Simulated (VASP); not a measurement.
**Ni: single point with PBE**

The system is Ni.

```
Ni
1.0
     0.00000    1.75969    1.75969
     1.75969    0.00000    1.75969
     1.75969    1.75969    0.00000
Ni
1
Direct
  0.00000 0.00000 0.00000
```

* Program: VASP 6.6.1
* Task: single point
* Functional: PBE
* Potentials or basis: VASP PAW PBE potentials, release 64 (Ni)
* Cutoff: 520 eV
* k mesh: 4 × 4 × 4
* Occupations: fermi-dirac, width 0.05 eV
* Spin: collinear spin, ferromagnetic start
* Starting moments: [0.672] μB

| Quantity | Value |
| --- | --- |
| Pressure | -3.4 GPa |
| Net moment | 0.59 μB per cell |
| Site moments | Ni +0.61 μB |
| Valence electrons inside the program's atomic spheres | Ni 9.30 |

Levels at points of the mesh, in eV from the Fermi level:
Spin up:
```csv
k point,band 2,band 3,band 4,band 5,band 6,band 7,band 8,band 9
"(0.00, 0.00, 0.00)",-2.52,-2.52,-2.52,-1.36,-1.36,23.66,27.51,27.51
"(0.50, 0.00, 0.00)",-2.50,-2.50,-0.70,-0.70,-0.34,5.58,22.15,24.59
"(0.50, 0.50, 0.00)",-4.27,-0.65,-0.58,-0.58,2.40,9.13,14.76,14.76
```
Spin down:
```
           k point  band 1  band 2  band 3  band 4  band 5  band 6  band 7  band 8  band 9
(0.00, 0.00, 0.00)   -9.10   -1.80   -1.80   -1.80   -0.79   -0.79   23.49   27.48   27.48
(0.50, 0.00, 0.00)   -4.49   -1.91   -1.91   -0.41    0.03    0.03    5.97   22.00   24.66
(0.50, 0.50, 0.00)   -4.39   -3.68   -0.06    0.26    0.26    2.34    9.36   14.75   14.75
```

Run time: 5.1 s on 1 thread of Intel Xeon 6975P-C, with other jobs on the host, peak memory 0.13 GiB.

Caveat: the k points lie up to 0.77 Å⁻¹ apart.
